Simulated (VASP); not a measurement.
# Bi3Mo (Pm-3m) in VASP: notebook

The runs below take Bi3Mo through single point, relaxation of cell and atoms, with PBE.

All numbers are computed with VASP 6.6.1; they aren't measurements. Logs are shortened: lines on timing, memory, paths and dates and some standing lists are left out, and cuts for length are marked.

**1. The cell of the first run**

Symmetry: Pm-3m, No. 221, cubic system. The conventional cell has a = 4.739 Å, b = 4.739 Å, c = 4.739 Å, α = 90.00°, β = 90.00°, γ = 90.00°. Within 4.4 Å of Bi (site symmetry 4/mmm) lie 8 Bi at 3.35 Å and 4 Mo at 3.35 Å. Within 4.4 Å of Mo (site symmetry m-3m) lie 12 Bi at 3.35 Å.

The cell was built from a structure type or drawn by symmetry, and may not be a known phase.

**2. Single point, PBE**

INCAR

```
PREC = Accurate ; ENCUT = 520
EDIFF = 1E-7 ; ISMEAR = 0
SIGMA = 0.1 ; LREAL = F
LASPH = T ; NELM = 100
ALGO = Normal ; ISIF = 2
LWAVE = F ; LCHARG = T
GGA = PE ; LELF = T
LVHAR = T ; NBANDS = 38
```

KPOINTS

```
Automatic mesh
0
Gamma
  4 4 4
```

POSCAR

```
Bi3Mo
1.0
    4.7387131346      0.0000000000      0.0000000000
    0.0000000000      4.7387131346      0.0000000000
    0.0000000000      0.0000000000      4.7387131346
Bi Mo
3 1
Direct
    0.0000000000      0.5000000000      0.5000000000
    0.5000000000      0.0000000000      0.5000000000
    0.5000000000      0.5000000000      0.0000000000
    0.0000000000      0.0000000000      0.0000000000
```

Potentials or basis: VASP PAW PBE potentials, release 64 (Bi_d, Mo_sv).

Run with:

```
> cat potpaw_PBE.64/Bi_d/POTCAR potpaw_PBE.64/Mo_sv/POTCAR > POTCAR
> mpirun -np 1 vasp_std > vasp.out
```

OUTCAR:

```text
PREC = Accurate
   ENCUT = 520
   EDIFF = 1E-7
   ISMEAR = 0
   LREAL = F
   LASPH = T
   NELM = 100
   ISIF = 2
   GGA = PE

 ion  position               nearest neighbor table
   1  0.000  0.500  0.500-   2 3.35   3 3.35   4 3.35   3 3.35   4 3.35   2 3.35   4 3.35   4 3.35
                             2 3.35   3 3.35   3 3.35   2 3.35
   2  0.500  0.000  0.500-   1 3.35   3 3.35   4 3.35   3 3.35   4 3.35   1 3.35   3 3.35   3 3.35
                             1 3.35   4 3.35   4 3.35   1 3.35
   3  0.500  0.500  0.000-   1 3.35   2 3.35   4 3.35   1 3.35   2 3.35   2 3.35   4 3.35   2 3.35
                             1 3.35   4 3.35   1 3.35   4 3.35
   4  0.000  0.000  0.000-   1 3.35   2 3.35   3 3.35   1 3.35   2 3.35   1 3.35   3 3.35   1 3.35
                             2 3.35   3 3.35   2 3.35   3 3.35

  LATTYP: Found a simple cubic cell.
 ALAT       =     4.7387131346

  Lattice vectors:

 A1 = (   4.7387131346,   0.0000000000,   0.0000000000)
 A2 = (   0.0000000000,   4.7387131346,   0.0000000000)
 A3 = (   0.0000000000,   0.0000000000,   4.7387131346)

Analysis of symmetry for initial positions (statically):
=====================================================================
 Subroutine PRICEL returns:
 Original cell was already a primitive cell.

 Routine SETGRP: Setting up the symmetry group for a
 simple cubic supercell.

 Subroutine GETGRP returns: Found 48 space group operations
 (whereof 48 operations were pure point group operations)
 out of a pool of 48 trial point group operations.

The static configuration has the point symmetry O_h .

Analysis of symmetry for dynamics (positions and initial velocities):
=====================================================================
 Subroutine PRICEL returns:
 Original cell was already a primitive cell.

 Routine SETGRP: Setting up the symmetry group for a
 simple cubic supercell.

 Subroutine GETGRP returns: Found 48 space group operations
 (whereof 48 operations were pure point group operations)
 out of a pool of 48 trial point group operations.

The dynamic configuration has the point symmetry O_h .

 Subroutine INISYM returns: Found 48 space group operations
 (whereof 48 operations are pure point group operations),
 and found     1 'primitive' translations

----------------------------------------------------------------------------------------

                                     Primitive cell

  volume of cell :     106.4097

  direct lattice vectors                    reciprocal lattice vectors
     4.738713135  0.000000000  0.000000000     0.211027756  0.000000000  0.000000000
     0.000000000  4.738713135  0.000000000     0.000000000  0.211027756  0.000000000
     0.000000000  0.000000000  4.738713135     0.000000000  0.000000000  0.211027756

  length of vectors
     4.738713135  4.738713135  4.738713135     0.211027756  0.211027756  0.211027756

  position of ions in fractional coordinates (direct lattice)
     0.000000000  0.500000000  0.500000000
     0.500000000  0.000000000  0.500000000
     0.500000000  0.500000000  0.000000000
     0.000000000  0.000000000  0.000000000

  ion indices of the primitive-cell ions
   primitive index   ion index
                 1           1
                 2           2
                 3           3
                 4           4

----------------------------------------------------------------------------------------

 KPOINTS: Automatic mesh

Automatic generation of k-mesh.
 Grid dimensions read from file:
 generate k-points for:    4    4    4

 Generating k-lattice:

  Cartesian coordinates                     Fractional coordinates (reciprocal lattice)
     0.052756939  0.000000000  0.000000000     0.250000000  0.000000000  0.000000000
     0.000000000  0.052756939  0.000000000     0.000000000  0.250000000  0.000000000
     0.000000000  0.000000000  0.052756939     0.000000000  0.000000000  0.250000000

  Length of vectors
     0.052756939  0.052756939  0.052756939

  Shift w.r.t. Gamma in fractional coordinates (k-lattice)
     0.000000000  0.000000000  0.000000000

 Subroutine IBZKPT returns following result:
 ===========================================

 Found     10 irreducible k-points:

 Following reciprocal coordinates:
            Coordinates               Weight
  0.000000  0.000000  0.000000      1.000000
  0.250000  0.000000  0.000000      6.000000
  0.500000  0.000000  0.000000      3.000000
  0.250000  0.250000  0.000000     12.000000
  0.500000  0.250000  0.000000     12.000000
  0.500000  0.500000  0.000000      3.000000
  0.250000  0.250000  0.250000      8.000000
  0.500000  0.250000  0.250000     12.000000
  0.500000  0.500000  0.250000      6.000000
  0.500000  0.500000  0.500000      1.000000
   k-points           NKPTS =     10   k-points in BZ     NKDIM =     10   number of bands    NBANDS=     38
   number of dos      NEDOS =    301   number of ions     NIONS =      4
   total plane-waves  NPLWV =  46656
   dimension x,y,z NGX =    36 NGY =   36 NGZ =   36
   dimension x,y,z NGXF=    72 NGYF=   72 NGZF=   72
   ions per type =               3   1
   NGX,Y,Z   is equivalent  to a cutoff of  12.63, 12.63, 12.63 a.u.
   NGXF,Y,Z  is equivalent  to a cutoff of  25.26, 25.26, 25.26 a.u.
 SYSTEM =  unknown system
   PREC   = accura    normal or accurate (medium, high low for compatibility)
   ISTART =      0    job   : 0-new  1-cont  2-samecut
   ICHARG =      2    charge: 1-file 2-atom 10-const
   ISPIN  =      1    spin polarized calculation?
   LNONCOLLINEAR =      F non collinear calculations
   LSORBIT =      F    spin-orbit coupling
   LASPH  =      T    aspherical Exc in radial PAW
   ENCUT  =  520.0 eV  38.22 Ry    6.18 a.u.   8.81  8.81  8.81*2*pi/ulx,y,z
   NELM   =    100;   NELMIN=  2; NELMDL= -5     # of ELM steps
   EDIFF  = 0.1E-06   stopping-criterion for ELM
   LREAL  =      F    real-space projection
   EDIFFG = 0.1E-05   stopping-criterion for IOM
   NSW    =      0    number of steps for IOM
   IBRION =     -1    ionic relax: 0-MD 1-quasi-New 2-CG
   NFREE  =      0    steps in history (QN), initial steepest desc. (CG)
   ISIF   =      2    stress and relaxation
   ISYM   =      2    0-nonsym 1-usesym 2-fastsym
   POTIM  = 0.5000    time-step for ionic-motion
   TEBEG  =    0.0;   TEEND  =   0.0 temperature during run
   PSTRESS=    0.0 pullay stress
   NELECT =      59.0000    total number of electrons
   NUPDOWN=      -1.0000    fix difference up-down
   EMIN   =  10.00;   EMAX   =-10.00  energy-range for DOS
   EFERMI =   0.00;   METHOD = LEGACY
   ISMEAR =     0;   SIGMA  =   0.10  broadening in eV -4-tet -1-fermi 0-gaus
   EFERMI_NEDOS =   21; number of points for ismear=-14 and -15
   IALGO  =     38    algorithm
   IMIX   =      4    mixing-type and parameters
     AMIX     =   0.40;   BMIX     =  1.00
     AMIX_MAG =   1.60;   BMIX_MAG =  1.00
  volume/ion in A,a.u.               =      26.60       179.52
  Fermi-wavevector in a.u.,A,eV,Ry     =   1.344926  2.541542 24.610574  1.808826
  Thomas-Fermi vector in A             =   2.472880
   LORBIT       =      0    0 simple, 1 ext, 2 COOP (PROOUT), +10 PAW based schemes
   GGA     = PE    functional components
   LHFCALC =     F    Hartree Fock is set to
   AEXX    =    0.0000 exact exchange contribution
   IVDW    =     0    specifies the selected vdW correction
   LEPSILON=     F    determine dielectric tensor
   LRPA    =     F    only Hartree local field effects (RPA)
 non-spin polarized calculation
 Gauss-broadening in eV      SIGMA  =   0.10
  energy-cutoff  :      520.00
  volume of cell :      106.41
 maximum number of plane-waves:      2897
 NGX is ok and might be reduce to    36
   NGX = 17   NGY = 17   NGZ = 17

 number of electron      59.0000014 magnetization

 Free energy of the ion-electron system (eV)
  ---------------------------------------------------
  ext. energy  EPLUGINS =         0.00000000
  ---------------------------------------------------
  free energy    TOTEN  =       -19.13179491 eV

  energy without entropy =      -19.05687609  energy(sigma->0) =      -19.09433550

 E-fermi :   8.8815     XC(G=0): -10.9289

 val. band max:        8.8690285092   @ k =   0.5000   0.2500   0.0000
 cond. band min:       8.8910732677   @ k =   0.5000   0.5000   0.2500
 fundamental gap:      0.0220447586
 Fermi energy:         8.8814748397

 k-point     1 :       0.0000    0.0000    0.0000
  band No.  band energies     occupation
      1     -51.8451      2.00000
      2     -25.9310      2.00000
      3     -25.9310      2.00000
      4     -25.9310      2.00000
      5     -14.1651      2.00000
      6     -14.1651      2.00000
[... 30 lines left out ...]
     37      11.9909      0.00000
     38      15.6092      0.00000

 k-point     2 :       0.2500    0.0000    0.0000
  band No.  band energies     occupation
      1     -51.8451      2.00000
      2     -25.9323      2.00000
      3     -25.9310      2.00000
      4     -25.9310      2.00000
      5     -14.1606      2.00000
      6     -14.1177      2.00000
[... 30 lines left out ...]
     37      11.7498      0.00000
     38      15.6784      0.00000

 k-point     3 :       0.5000    0.0000    0.0000
  band No.  band energies     occupation
      1     -51.8451      2.00000
      2     -25.9336      2.00000
      3     -25.9311      2.00000
      4     -25.9311      2.00000
      5     -14.1559      2.00000
      6     -14.0731      2.00000
[... 30 lines left out ...]
     37      13.2891      0.00000
     38      14.5592      0.00000

 k-point     4 :       0.2500    0.2500    0.0000
  band No.  band energies     occupation
      1     -51.8451      2.00000
      2     -25.9323      2.00000
      3     -25.9320      2.00000
      4     -25.9311      2.00000
      5     -14.1243      2.00000
      6     -14.1124      2.00000
[... 30 lines left out ...]
     37      12.4958      0.00000
     38      15.1513      0.00000
[... 129 lines left out ...]
      4     -25.9319      2.00000
      5     -14.1056      2.00000
      6     -14.0580      2.00000
[... 30 lines left out ...]
     37      13.0500      0.00000
     38      15.6787      0.00000

 k-point     9 :       0.5000    0.5000    0.2500
  band No.  band energies     occupation
      1     -51.8450      2.00000
      2     -25.9329      2.00000
      3     -25.9329      2.00000
      4     -25.9319      2.00000
      5     -14.0776      2.00000
      6     -14.0776      2.00000
[... 30 lines left out ...]
     37      13.9443      0.00000
     38      16.8238      0.00000

 k-point    10 :       0.5000    0.5000    0.5000
  band No.  band energies     occupation
      1     -51.8450      2.00000
      2     -25.9326      2.00000
      3     -25.9326      2.00000
      4     -25.9326      2.00000
      5     -14.0914      2.00000
      6     -14.0914      2.00000
[... 30 lines left out ...]
     37      13.5787      0.00000
     38      17.8736      0.00000

------------------------ aborting loop because EDIFF is reached ----------------------------------------

  FORCE on cell =-STRESS in cart. coord.  units (eV):
  Direction    XX          YY          ZZ          XY          YZ          ZX
  --------------------------------------------------------------------------------------
  -------------------------------------------------------------------------------------
  Total       -0.0535404     -0.0535404     -0.0535404     -0.0000000      0.0000000     -0.0000000
  in kB       -0.8061408     -0.8061408     -0.8061408     -0.0000000      0.0000000     -0.0000000
  external PRESSURE =      -0.8061408 kB  Pullay stress =       0.0000000 kB

 VOLUME and BASIS-vectors are now :
 -----------------------------------------------------------------------------
  energy-cutoff  :      520.00
  volume of cell :      106.41
      direct lattice vectors                 reciprocal lattice vectors
     4.738713135  0.000000000  0.000000000     0.211027756  0.000000000  0.000000000
     0.000000000  4.738713135  0.000000000     0.000000000  0.211027756  0.000000000
     0.000000000  0.000000000  4.738713135     0.000000000  0.000000000  0.211027756

 POSITION                                       TOTAL-FORCE (eV/Angst)
 -----------------------------------------------------------------------------------
      0.00000      2.36936      2.36936         0.000000      0.000000      0.000000
      2.36936      0.00000      2.36936         0.000000      0.000000      0.000000
      2.36936      2.36936      0.00000         0.000000      0.000000      0.000000
      0.00000      0.00000      0.00000         0.000000      0.000000      0.000000
 -----------------------------------------------------------------------------------
    total drift:                                0.000000      0.000000      0.000000

  FREE ENERGIE OF THE ION-ELECTRON SYSTEM (eV)
  ---------------------------------------------------
  free  energy   TOTEN  =       -19.1317949122 eV

  energy  without entropy=      -19.0568760915  energy(sigma->0) =      -19.09433550
```

Wall time 39 s (1 thread of AMD EPYC 7R13 (Zen 3), shared host); peak memory 0.18 GiB.

What came out:

```yaml
Free_energy: -19.1318 eV
Pressure: -0.1 GPa
Band_gap_on_the_k_mesh: zero (an odd number of electrons rules out a gap without spin polarisation)
```

Caveat: spin-orbit coupling is left out, which moves the levels of the heavy elements.

[end of part 1 of 2]
